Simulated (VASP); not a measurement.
# SnO2 (Amm2) in VASP: single point with r2SCAN

Aim: the single point of SnO2 with r2SCAN.

All numbers are computed with VASP 6.6.1; they aren't measurements. Logs are shortened: lines on timing, memory, paths and dates and some standing lists are left out, and cuts for length are marked.

### 1 The cell of the first run

Symmetry: Amm2, No. 38, orthorhombic system. The conventional cell has a = 3.201 Å, b = 6.732 Å, c = 6.732 Å, α = 90.00°, β = 90.00°, γ = 90.00°. Within 2.5 Å of Sn (site symmetry mm2) lie 6 O at 1.87 to 2.25 Å. Sn (site symmetry mm2) has 6 O at 1.95 to 2.19 Å within 2.6 Å. O (site symmetry mm2) has 3 Sn at 1.95 to 2.25 Å within 2.6 Å. O (site symmetry m) has 3 Sn at 2.07 Å and 1 O at 2.61 Å within 2.7 Å. Within 2.5 Å of O (site symmetry mm2) lie 3 Sn at 1.87 to 2.19 Å.

### 2 Single point, r2SCAN

The input, POSCAR:

```
SnO2
1.0
    4.7602164773      0.0000000000      0.0000000000
    0.0000000000      4.7602164773      0.0000000000
    0.0000000000      0.0000000000      3.2005650988
Sn O
2 4
Direct
    0.0000000000      0.0000000000      0.0000000000
    0.5000000000      0.5000000000      0.5000000000
    0.3337457026      0.3337457026      0.0000000000
    0.2219587058      0.8337457026      0.5000000000
    0.7219587058      0.7219587058      0.0000000000
    0.8337457026      0.2219587058      0.5000000000
```

The input, INCAR.step1:

```
SYSTEM = SnO2
  PREC = Accurate
  ENCUT = 520
  ISMEAR = 0
  SIGMA = 0.05
  LREAL = .False.
  LASPH = .True.
  NELM = 100
  NBANDS = 35
  GGA = PE
  ALGO = Normal
  EDIFF = 1E-4
  LWAVE = .True.
  LCHARG = .False.
```

The input, INCAR.step2:

```
SYSTEM = SnO2
  PREC = Accurate
  ENCUT = 520
  EDIFF = 1E-6
  ISMEAR = 0
  SIGMA = 0.05
  LREAL = .False.
  LASPH = .True.
  NELM = 100
  ALGO = Normal
  ISIF = 2
  LWAVE = .False.
  LCHARG = .False.
  METAGGA = R2SCAN
  LMIXTAU = .True.
  NBANDS = 35
  ISTART = 1
```

The input, KPOINTS:

```
Automatic mesh
0
Gamma
  6 6 8
  0 0 0
```

Potentials or basis: VASP PAW PBE potentials, release 64 (Sn_d, O).

Run with:

```console
cat potpaw_PBE.64/Sn_d/POTCAR potpaw_PBE.64/O/POTCAR > POTCAR
cp INCAR.step1 INCAR
mpirun -np 1 vasp_std > vasp.out
cp INCAR.step2 INCAR
mpirun -np 1 vasp_std > vasp.out
```

OUTCAR:

```text
SYSTEM = SnO2
   PREC = Accurate
   ENCUT = 520
   EDIFF = 1E-6
   ISMEAR = 0
   LREAL = .False.
   LASPH = .True.
   NELM = 100
   ISIF = 2
   METAGGA = R2SCAN
   ISTART = 1

 ion  position               nearest neighbor table
   1  0.000  0.000  0.000-   5 1.87   4 2.07   6 2.07   4 2.07   6 2.07   3 2.25   2 3.73   2 3.73
                             2 3.73   2 3.73   2 3.73   2 3.73   2 3.73   2 3.73
   2  0.500  0.500  0.500-   3 1.95   3 1.95   6 2.07   4 2.07   5 2.19   5 2.19   1 3.73   1 3.73
                             1 3.73   1 3.73   1 3.73   1 3.73   1 3.73   1 3.73
   3  0.334  0.334  0.000-   2 1.95   2 1.95   1 2.25
   4  0.222  0.834  0.500-   2 2.07   1 2.07   1 2.07
   5  0.722  0.722  0.000-   1 1.87   2 2.19   2 2.19
   6  0.834  0.222  0.500-   2 2.07   1 2.07   1 2.07

  LATTYP: Found a simple tetragonal cell.
 ALAT       =     4.7602164773
 C/A-ratio  =     0.6723570481

  Lattice vectors:

 A1 = (   4.7602164773,   0.0000000000,   0.0000000000)
 A2 = (   0.0000000000,   4.7602164773,   0.0000000000)
 A3 = (   0.0000000000,   0.0000000000,   3.2005650988)

Analysis of symmetry for initial positions (statically):
=====================================================================
 Subroutine PRICEL returns:
 Original cell was already a primitive cell.

 Routine SETGRP: Setting up the symmetry group for a
 simple tetragonal supercell.

 Subroutine GETGRP returns: Found  4 space group operations
 (whereof  4 operations were pure point group operations)
 out of a pool of 16 trial point group operations.

The static configuration has the point symmetry C_2v.

Analysis of symmetry for dynamics (positions and initial velocities):
=====================================================================
 Subroutine PRICEL returns:
 Original cell was already a primitive cell.

 Routine SETGRP: Setting up the symmetry group for a
 simple tetragonal supercell.

 Subroutine GETGRP returns: Found  4 space group operations
 (whereof  4 operations were pure point group operations)
 out of a pool of 16 trial point group operations.

The dynamic configuration has the point symmetry C_2v.

 Subroutine INISYM returns: Found  4 space group operations
 (whereof  4 operations are pure point group operations),
 and found     1 'primitive' translations

----------------------------------------------------------------------------------------

                                     Primitive cell

[... 101 lines left out ...]
   NSW    =      0    number of steps for IOM
   IBRION =     -1    ionic relax: 0-MD 1-quasi-New 2-CG
   NFREE  =      0    steps in history (QN), initial steepest desc. (CG)
   ISIF   =      2    stress and relaxation
   ISYM   =      2    0-nonsym 1-usesym 2-fastsym
   POTIM  = 0.5000    time-step for ionic-motion
   TEBEG  =    0.0;   TEEND  =   0.0 temperature during run
   PSTRESS=    0.0 pullay stress
   NELECT =      52.0000    total number of electrons
   NUPDOWN=      -1.0000    fix difference up-down
   EMIN   =  10.00;   EMAX   =-10.00  energy-range for DOS
   EFERMI =   0.00;   METHOD = LEGACY
   ISMEAR =     0;   SIGMA  =   0.05  broadening in eV -4-tet -1-fermi 0-gaus
   EFERMI_NEDOS =   21; number of points for ismear=-14 and -15
   IALGO  =     38    algorithm
   IMIX   =      4    mixing-type and parameters
     AMIX     =   0.40;   BMIX     =  1.00
     AMIX_MAG =   1.60;   BMIX_MAG =  1.00
  volume/ion in A,a.u.               =      12.09        81.57
  Fermi-wavevector in a.u.,A,eV,Ry     =   1.465264  2.768948 29.211695  2.146999
  Thomas-Fermi vector in A             =   2.581142
   LORBIT       =      0    0 simple, 1 ext, 2 COOP (PROOUT), +10 PAW based schemes
   METAGGA = R2SCAN    functional components
   LHFCALC =     F    Hartree Fock is set to
   AEXX    =    0.0000 exact exchange contribution
   IVDW    =     0    specifies the selected vdW correction
   LEPSILON=     F    determine dielectric tensor
   LRPA    =     F    only Hartree local field effects (RPA)
 non-spin polarized calculation
 Gauss-broadening in eV      SIGMA  =   0.05
  energy-cutoff  :      520.00
  volume of cell :       72.52
 maximum number of plane-waves:      1992
   NGX = 17   NGY = 17   NGZ = 11

 number of electron      52.0000002 magnetization

 Free energy of the ion-electron system (eV)
  ---------------------------------------------------
  ext. energy  EPLUGINS =         0.00000000
  ---------------------------------------------------
  free energy    TOTEN  =       -84.05478358 eV

  energy without entropy =      -84.05478358  energy(sigma->0) =      -84.05478358

 E-fermi :   5.8281     XC(G=0): -11.9612

 val. band max:        5.5267500899   @ k =   0.0000   0.0000   0.0000
 cond. band min:       7.3513733905   @ k =   0.0000   0.0000   0.0000
 fundamental gap:      1.8246233006
 Fermi energy:         5.8281492233

 k-point     1 :       0.0000    0.0000    0.0000
  band No.  band energies     occupation
      1     -16.2923      2.00000
      2     -15.4985      2.00000
      3     -15.0655      2.00000
      4     -15.0180      2.00000
      5     -14.9588      2.00000
      6     -14.9011      2.00000
[... 901 lines left out ...]
     34      18.6469      0.00000
     35      18.8986      0.00000

 [... further k-points ...]

------------------------ aborting loop because EDIFF is reached ----------------------------------------

  FORCE on cell =-STRESS in cart. coord.  units (eV):
  Direction    XX          YY          ZZ          XY          YZ          ZX
  --------------------------------------------------------------------------------------
  -------------------------------------------------------------------------------------
  Total        2.3464412      2.3464412      2.4379262      2.6406979      0.0000000      0.0000000
  in kB       51.8370391     51.8370391     53.8581038     58.3376897      0.0000000      0.0000000
  external PRESSURE =      52.5107274 kB  Pullay stress =       0.0000000 kB

 VOLUME and BASIS-vectors are now :
 -----------------------------------------------------------------------------
  energy-cutoff  :      520.00
  volume of cell :       72.52
      direct lattice vectors                 reciprocal lattice vectors
     4.760216477  0.000000000  0.000000000     0.210074480  0.000000000  0.000000000
     0.000000000  4.760216477  0.000000000     0.000000000  0.210074480  0.000000000
     0.000000000  0.000000000  3.200565099     0.000000000  0.000000000  0.312444824

 POSITION                                       TOTAL-FORCE (eV/Angst)
 -----------------------------------------------------------------------------------
      0.00000      0.00000      0.00000         2.482512      2.482512      0.000000
      2.38011      2.38011      1.60028         2.097895      2.097895      0.000000
      1.58870      1.58870      0.00000        -1.748728     -1.748728      0.000000
      1.05657      3.96881      1.60028         0.020222     -0.071120      0.000000
      3.43668      3.43668      0.00000        -2.780781     -2.780781      0.000000
      3.96881      1.05657      1.60028        -0.071120      0.020222      0.000000
 -----------------------------------------------------------------------------------
    total drift:                                0.000517      0.000517      0.000000

  FREE ENERGIE OF THE ION-ELECTRON SYSTEM (eV)
  ---------------------------------------------------
  free  energy   TOTEN  =       -84.0547835752 eV

  energy  without entropy=      -84.0547835752  energy(sigma->0) =      -84.05478358
```

OUTCAR.step1:

```text
SYSTEM = SnO2
   PREC = Accurate
   ENCUT = 520
   ISMEAR = 0
   LREAL = .False.
   LASPH = .True.
   NELM = 100
[... 1150 lines left out ...]
      1.05657      3.96881      1.60028         0.101219     -0.022635      0.000000
      3.43668      3.43668      0.00000        -2.736959     -2.736959      0.000000
      3.96881      1.05657      1.60028        -0.022635      0.101219      0.000000
 -----------------------------------------------------------------------------------
    total drift:                                0.008607      0.008607      0.000000

  FREE ENERGIE OF THE ION-ELECTRON SYSTEM (eV)
  ---------------------------------------------------
  free  energy   TOTEN  =       -36.6722043768 eV

  energy  without entropy=      -36.6722043768  energy(sigma->0) =      -36.67220438
```

OSZICAR.step1:

```text
N       E                     dE             d eps       ncg     rms          rms(c)
DAV:   1     0.643829488197E+03    0.64383E+03   -0.25566E+04  4989   0.232E+03
DAV:   2     0.581811289087E+02   -0.58565E+03   -0.55283E+03  4950   0.612E+02
DAV:   3    -0.380124874147E+02   -0.96194E+02   -0.94397E+02  4982   0.209E+02
DAV:   4    -0.429237691318E+02   -0.49113E+01   -0.48763E+01  5703   0.511E+01
DAV:   5    -0.430528419301E+02   -0.12907E+00   -0.12886E+00  5676   0.872E+00    0.163E+01
DAV:   6    -0.365742610340E+02    0.64786E+01   -0.17753E+01  7254   0.663E+01    0.628E+00
DAV:   7    -0.367044176987E+02   -0.13016E+00   -0.22549E+00  5216   0.839E+00    0.330E+00
DAV:   8    -0.366801896193E+02    0.24228E-01   -0.19061E-01  6718   0.464E+00    0.801E-01
DAV:   9    -0.366712069604E+02    0.89827E-02   -0.38632E-02  7571   0.326E+00    0.136E-01
DAV:  10    -0.366719793454E+02   -0.77238E-03   -0.50985E-03  5025   0.445E-01    0.117E-01
DAV:  11    -0.366722028920E+02   -0.22355E-03   -0.54050E-04  5491   0.237E-01    0.256E-02
DAV:  12    -0.366722043768E+02   -0.14848E-05   -0.69900E-05  3116   0.976E-02
   1 F= -.36672204E+02 E0= -.36672204E+02  d E =-.135149E-14
```

Run time: 5.9 min. Hardware: 1 thread of AMD EPYC 9R45 (Zen 5), shared host; peak memory 0.24 GiB.

What came out:

| Quantity | Value |
| --- | --- |
| Free energy | -84.0548 eV |
| Pressure | 5.3 GPa |
| Largest force | 3.933 eV/Å |
| Band gap on the k mesh | 1.82 eV, direct |

Forces on the atoms (eV/Å):
```
Sn   2.483  2.483  0.000
Sn   2.098  2.098  0.000
O   -1.749 -1.749  0.000
O    0.020 -0.071  0.000
O   -2.781 -2.781  0.000
O   -0.071  0.020  0.000
```

Caveat: the cell differs from its parent crystal (all O atoms moved +0.188 Å, as atom 3 towards its neighbour atom 5 (O) at 2.613 Å); the PAW data sets were made with another functional, which shifts forces and pressure a little; spin-orbit coupling is left out, which moves the levels of the heavy elements.
